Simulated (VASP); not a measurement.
Here is a VASP 6.6.1 calculation.

File INCAR:

```
  PREC = Accurate
  ENCUT = 520
  EDIFF = 1E-8
  ISMEAR = 0
  SIGMA = 0.01
  LREAL = False
  LASPH = True
  NELM = 60
  ALGO = Normal
  ISIF = 2
  LWAVE = False
  LCHARG = False
  GGA = PS
  IBRION = 8
  NSW = 1
  LEPSILON = True
```

File KPOINTS:

```
regular mesh
0
Gamma
  6 6 4
```

The input POSCAR:

```
MgO
1.0
    3.4863778600      0.0000000000      0.0000000000
   -1.7431889300      3.0192918000      0.0000000000
    0.0000000000      0.0000000000      4.1780412200
Mg O
2 2
Direct
    0.6666666667      0.3333333333      0.7500000000
    0.3333333333      0.6666666667      0.2500000000
    0.6666666667      0.3333333333      0.2500000000
    0.3333333333      0.6666666667      0.7500000000
```

Potentials or basis: VASP PAW PBE potentials, release 64 (Mg, O).

Command:

```console
$ cat potpaw_PBE.64/Mg/POTCAR potpaw_PBE.64/O/POTCAR > POTCAR
$ mpirun -np 1 vasp_std > vasp.out
```

Task: Predict the electronic dielectric tensor (diagonal).

Result: 2.99, 2.99, 3.01.

Task: Predict the Born charges (mean of the diagonal).

Result: Mg +1.84; O -1.84 e.

Task: Estimate the highest phonon frequency at Γ, LO-TO splitting left out.

Result: 544 cm⁻¹.

Born effective charge tensors (e):
atom 1, Mg
```
1.77 0.00 0.00
0.00 1.77 0.00
0.00 0.00 1.99
```
atom 2, Mg
```
1.77 0.00 0.00
0.00 1.77 0.00
0.00 0.00 1.99
```
atom 3, O
```
-1.77  0.00  0.00
 0.00 -1.77  0.00
 0.00  0.00 -1.99
```
atom 4, O
```
-1.77  0.00  0.00
 0.00 -1.77  0.00
 0.00  0.00 -1.99
```

Caveat: the k points lie up to 0.38 Å⁻¹ apart.
